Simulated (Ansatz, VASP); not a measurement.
Two plane-wave programs on Li2O

```xyz
3
Lattice="0.0000 2.2749 2.2749 2.2749 0.0000 2.2749 2.2749 2.2749 0.0000" Properties=species:S:1:pos:R:3 pbc="T T T"
Li    1.1374    1.1374    1.1374
Li    3.4123    3.4123    3.4123
O     0.0000    0.0000    0.0000
```

Change from the starting cell: strain -0.015 along x and y, -0.015 along z, atoms carried along.

Alike in both runs: task single point; functional PBE; k mesh 8 × 8 × 8; occupations gaussian, width 0.05 eV; no spin polarisation.

|  | VASP | Ansatz |
| --- | --- | --- |
| version | VASP 6.6.1 | Ansatz 0.2.0 |
| potentials or method | VASP PAW PBE potentials, release 64 (Li_sv, O), cutoff 750 eV | scalar-relativistic, plane waves, PAW |
| valence electrons in the cell | 12 | 12 |

VASP gave:

```
gap on the k mesh at the Fermi level (eV) : 5.07
least direct gap on the mesh (eV)         : 5.61
pressure (GPa)                            : 4.1
```

Question: Estimate Ansatz's values.

Answer: gap on the k mesh at the Fermi level (eV): 5.08; least direct gap on the mesh (eV): 5.61; pressure (GPa): 4.4.
